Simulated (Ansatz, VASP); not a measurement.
**Pd in VASP and in Ansatz**

```
Pd
1.0
     2.63550    0.00000    0.00000
     0.00000    2.63550    0.00000
     0.00000    0.00000    2.63550
Pd
1
Direct
  0.00000 0.00000 0.00000
```

Alike in both runs: functional revPBE; k mesh 12 × 12 × 12; occupations fermi-dirac, width 0.05 eV; collinear spin.

Ansatz relaxed the structure, and its values are those at the end. VASP's run is a single point on that final structure, the one shown.

```csv
,VASP,Ansatz
version,VASP 6.6.1,Ansatz 0.2.0
potentials or method,"VASP PAW PBE potentials, release 64 (Pd), cutoff 520 eV","plane waves (420 eV) with PAW, scalar-relativistic"
valence electrons in the cell,10,18
```

Ansatz gave:

```
pressure (GPa)           : 0.0
net moment per atom (μB) : 0.00
```

Q: What did VASP give for the same quantities?

A: Pressure (GPa): -0.3; net moment per atom (μB): 0.00.

VASP's potentials were made for PBE, not for revPBE. VASP's potentials hold 10 valence electrons a cell and Ansatz's 18, so a difference there can come from the potentials and not from the codes. Ansatz's warnings: seeded moment not kept.
